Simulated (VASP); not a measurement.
# SiC: single point with PBE

Crystal: SiC.

```
Si C
1.0
     6.19641    0.00000    0.00000
     0.00000    6.19641    0.00000
     0.00000    0.00000    5.17719
Si C
8 8
Direct
  0.64085 0.85915 0.92328
  0.64085 0.14085 0.42328
  0.35915 0.85915 0.42328
  0.35915 0.14085 0.92328
  0.14085 0.35915 0.57672
  0.85915 0.64085 0.57672
  0.14085 0.64085 0.07672
  0.85915 0.35915 0.07672
  0.64849 0.85151 0.54943
  0.35151 0.14849 0.54943
  0.64849 0.14849 0.04943
  0.35151 0.85151 0.04943
  0.14849 0.35151 0.95057
  0.14849 0.64849 0.45057
  0.85151 0.35151 0.45057
  0.85151 0.64849 0.95057
```

The cell was built from a structure type or drawn by symmetry, and may not be a known phase.

```json
{"Program": "VASP 6.6.1", "Task": "single point", "Functional": "PBE", "Potentials or basis": "VASP PAW PBE potentials, release 64 (Si, C)", "Cutoff": "520 eV", "k mesh": "4 × 4 × 6", "Occupations": "gaussian, width 0.02 eV", "Spin": "no spin polarisation"}
```

```yaml
Pressure: -0.1 GPa
Largest_force: 0.005 eV/Å
Band_gap_on_the_k_mesh: 2.81 eV (least direct gap 3.00 eV)
```

Forces on the atoms (eV/Å):
```
Si  -0.003  0.003 -0.002
Si  -0.003 -0.003 -0.002
Si   0.003  0.003 -0.002
Si   0.003 -0.003 -0.002
Si  -0.003  0.003  0.002
Si   0.003 -0.003  0.002
Si  -0.003 -0.003  0.002
Si   0.003  0.003  0.002
C    0.003 -0.003  0.000
C   -0.003  0.003  0.000
C    0.003  0.003  0.000
C   -0.003 -0.003  0.000
C    0.003 -0.003  0.000
C    0.003  0.003  0.000
C   -0.003 -0.003  0.000
C   -0.003  0.003  0.000
```

Stress tensor (GPa, compression positive):
```
-0.08  0.00  0.00
 0.00 -0.08  0.00
 0.00  0.00  0.00
```

Levels at points of the mesh, in eV from the valence-band top:
```tsv
k point	band 30	band 31	band 32	band 33	band 34	band 35
(0.00, 0.00, 0.00)	-0.53	-0.35	-0.10	2.93	3.61	3.69
(0.50, 0.00, 0.00)	-1.22	-0.29	-0.29	3.44	3.44	4.38
(0.50, 0.50, 0.00)	-1.15	-0.66	-0.66	2.81	2.81	3.75
(0.00, 0.00, 0.50)	-0.90	-0.34	-0.34	3.41	3.41	3.97
(0.50, 0.00, 0.50)	-1.14	-1.14	-1.14	4.05	4.05	4.05
(0.50, 0.50, 0.50)	-1.11	-0.44	-0.44	3.52	3.52	3.76
```

Run time: 100 s on 1 thread of Intel(R) Xeon(R) 6975P-C (Granite Rapids) (shared host), peak memory 0.35 GiB.

A k mesh can miss the band edges.
